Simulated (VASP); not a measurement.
# AlCo: single point with PBE

Crystal: AlCo.

```
CELL_PARAMETERS angstrom
2.85650 0.00000 0.00000
0.00000 2.85650 0.00000
0.00000 0.00000 2.85650
ATOMIC_POSITIONS crystal
Al 0.00000 0.00000 0.00000
Co 0.50000 0.50000 0.50000
```

```json
{
 "Program": "VASP 6.6.1",
 "Task": "single point",
 "Functional": "PBE",
 "Potentials or basis": "VASP PAW PBE potentials, release 64 (Al, Co)",
 "Cutoff": "520 eV",
 "k mesh": "12 × 12 × 12",
 "Occupations": "fermi-dirac, width 0.1 eV",
 "Spin": "collinear spin, ferromagnetic start",
 "Starting moments": "[0.0, 3.2] μB",
 "Dipole correction": "no",
 "Further INCAR settings": "ALGO = Normal; EDIFF = 1e-07; NBANDS = 17"
}
```

```yaml
Pressure: -0.7 GPa
Band_gap_on_the_k_mesh: zero (filled and empty bands overlap)
Net_moment: 0.00 μB per cell
Valence_electrons_inside_the_program's_atomic_spheres: Al 0.82; Co 8.44
```

Levels at points of the mesh, in eV from the Fermi level:
Spin up:
```tsv
k point	band 4	band 5	band 6	band 7	band 8	band 9
(0.00, 0.00, 0.00)	-0.79	-0.79	-0.79	5.97	5.97	5.97
(0.50, 0.00, 0.00)	-1.66	-1.66	-0.68	0.22	8.43	10.61
(0.50, 0.50, 0.00)	-2.62	-1.45	-1.45	-0.19	2.45	3.45
(0.50, 0.50, 0.50)	-0.16	-0.16	2.43	2.43	2.43	4.09
```
Spin down:
```
           k point  band 4  band 5  band 6  band 7  band 8  band 9
(0.00, 0.00, 0.00)   -0.79   -0.79   -0.79    5.97    5.97    5.97
(0.50, 0.00, 0.00)   -1.66   -1.66   -0.68    0.22    8.43   10.61
(0.50, 0.50, 0.00)   -2.62   -1.45   -1.45   -0.19    2.45    3.45
(0.50, 0.50, 0.50)   -0.16   -0.16    2.43    2.43    2.43    4.09
```

It took 38 s on 1 thread of Intel(R) Xeon(R) Platinum 8259CL CPU @ 2.50GHz (Skylake/Cascade Lake), on a shared host, peak memory 0.18 GiB.

Caveat: the starting moments collapsed, and a magnetic state may lie lower.
